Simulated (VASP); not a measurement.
## MoS2: single point with PBE+D3(BJ)

MoS2:

```
Mo S
1.0
     3.20195    0.00000    0.00000
    -1.60098    2.77297    0.00000
     0.00000    0.00000   12.29370
Mo S
2 4
Direct
  0.33333 0.66667 0.25000
  0.66667 0.33333 0.75000
  0.33333 0.66667 0.62050
  0.66667 0.33333 0.12050
  0.33333 0.66667 0.87950
  0.66667 0.33333 0.37950
```

```yaml
Program: VASP 6.6.1
Task: single point
Functional: PBE
Dispersion: D3(BJ)
Potentials_or_basis: VASP PAW PBE potentials, release 64 (Mo_sv, S)
Cutoff: 520 eV
k_mesh: 12 × 12 × 4
Occupations: gaussian, width 0.05 eV
Spin: no spin polarisation
```

```
Pressure                   : -7.0 GPa
Largest force              : 0.755 eV/Å
Band gap on the k mesh     : 0.84 eV (least direct gap 1.59 eV)
Dispersion energy per atom : -0.416 eV
```

Forces on the atoms (eV/Å):
```
Mo   0.000  0.000  0.000
Mo   0.000  0.000  0.000
S    0.000  0.000  0.755
S    0.000  0.000  0.755
S    0.000  0.000 -0.755
S    0.000  0.000 -0.755
```

Stress tensor (GPa, compression positive):
```
-6.74  0.00  0.00
 0.00 -6.74  0.00
 0.00  0.00 -7.66
```

Levels at points of the mesh, in eV from the valence-band top:
| k point | band 22 | band 23 | band 24 | band 25 | band 26 | band 27 | band 28 | band 29 | band 30 | band 31 |
| --- | --- | --- | --- | --- | --- | --- | --- | --- | --- | --- |
| (0.00, 0.00, 0.00) | -2.00 | -2.00 | -1.10 | -1.06 | 0.00 | 2.03 | 2.03 | 2.07 | 2.07 | 2.12 |
| (0.50, 0.00, 0.00) | -2.41 | -1.69 | -1.45 | -1.35 | -1.20 | 1.55 | 1.60 | 1.92 | 2.19 | 2.74 |
| (0.00, 0.00, 0.50) | -2.03 | -2.03 | -2.03 | -0.24 | -0.24 | 2.03 | 2.03 | 2.03 | 2.03 | 2.24 |
| (0.50, 0.00, 0.50) | -2.58 | -1.57 | -1.57 | -1.27 | -1.27 | 1.58 | 1.58 | 2.06 | 2.06 | 3.13 |

Run time: 4.2 min on 1 thread of Intel Xeon 8259CL, on a shared host, peak memory 0.34 GiB.

Caveat: the cell stands under tension. A k mesh can miss the band edges.
